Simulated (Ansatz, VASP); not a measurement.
CdTe: VASP beside Ansatz

File INCAR:

```
PREC = Accurate
ENCUT = 520
EDIFF = 1E-6
ISMEAR = -1
SIGMA = 0.02
LREAL = F
LASPH = T
NELM = 60
ALGO = Normal
ISIF = 2
LWAVE = F
LCHARG = F
GGA = PE
NBANDS = 16
```

The input KPOINTS:

```
regular mesh
0
Gamma
  6 6 6
```

POSCAR

```
CdTe
1.0
    0.0000000000      3.3455542182      3.3455542182
    3.3455542182      0.0000000000      3.3455542182
    3.3455542182      3.3455542182      0.0000000000
Cd Te
1 1
Direct
    0.0000000000      0.0000000000      0.0000000000
    0.2500000000      0.2500000000      0.2500000000
```

Input for Ansatz:

```yaml
crystal:
  lattice:
    - [0.0, 3.3455542182, 3.3455542182]
    - [3.3455542182, 0.0, 3.3455542182]
    - [3.3455542182, 3.3455542182, 0.0]
  atoms:
    - { symbol: Cd, position: [0.0, 0.0, 0.0] }
    - { symbol: Te, position: [0.25, 0.25, 0.25] }
kpoints:
  mp_grid: { grid: [6, 6, 6] }
  band_path:
    path:
      - [0.0, 0.0, 0.0]
      - [-0.5, -0.5, 0.0]
      - [-0.375, -0.375, 0.25]
      - [-0.375, 0.0, 0.375]
      - [0.0, 0.0, 0.5]
      - [-0.5, -0.25, 0.25]
    npoints: 1
hamiltonian:
  xc: pbe
scf:
  occupations: { method: fermi_dirac, width: 0.02 }
  n_extra_bands: 4
output:
  forces: true
  stress: true
  eigenvalues: true
```

Change from the starting cell: hydrostatic strain +2.0%.

Alike in both runs: task single point; functional PBE; k mesh 6 × 6 × 6; occupations fermi-dirac, width 0.02 eV; no spin polarisation.

|  | VASP | Ansatz |
| --- | --- | --- |
| version | VASP 6.6.1 | Ansatz 0.2.0 |
| potentials or method | VASP PAW PBE potentials, release 64 (Cd, Te) | plane waves, PAW |
| plane-wave cutoff (eV) | 520 | 420 |
| valence electrons in the cell | 18 | 36 |

|  | VASP | Ansatz | Ansatz less VASP |
| --- | --- | --- | --- |
| pressure (GPa) | -1.0 | -1.1 | -0.10 |

VASP's potentials hold 18 valence electrons a cell and Ansatz's 36, so a difference there can come from the potentials and not from the codes.

Spin-orbit coupling is off throughout.
